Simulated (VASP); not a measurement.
Ir:

```xyz
1
Lattice="0.0000 1.9150 1.9150 1.9150 0.0000 1.9150 1.9150 1.9150 0.0000" Properties=species:S:1:pos:R:3 pbc="T T T"
Ir    0.0000    0.0000    0.0000
```

```yaml
Program: VASP 6.6.1
Task: relaxation of cell and atoms
Functional: r2SCAN
Potentials_or_basis: VASP PAW PBE potentials, release 64 (Ir)
Cutoff: 550 eV
k_mesh: 21 × 21 × 21
Occupations: methfessel-paxton, width 0.1 eV
Spin: no spin polarisation
```

At the start: pressure 7.0 GPa; volume 14.05 Å³/atom.

Question: Where does the relaxation end?

Answer: Over 4 steps the energy falls by 5.3 meV/atom and the volume is 14.30 Å³/atom (+1.8 %); space group Fm-3m (No. 225, to 0.1 Å) before and after.

The path:
```tsv
step	energy change (eV)	largest force (eV/Å)	pressure (GPa)	volume (Å³)
1	0.0000	0.0000	7.00	14.05
2	0.0715	0.0000	-22.08	15.33
3	-0.0053	0.0000	-0.21	14.30
4	-0.0053	0.0000	0.00	14.30
```

Final structure:
```
CELL_PARAMETERS angstrom
0.00000 1.92628 1.92628
1.92628 0.00000 1.92628
1.92628 1.92628 0.00000
ATOMIC_POSITIONS crystal
Ir 0.00000 0.00000 0.00000
```

Caveat: the PAW data sets were made with another functional, which shifts forces and pressure a little.
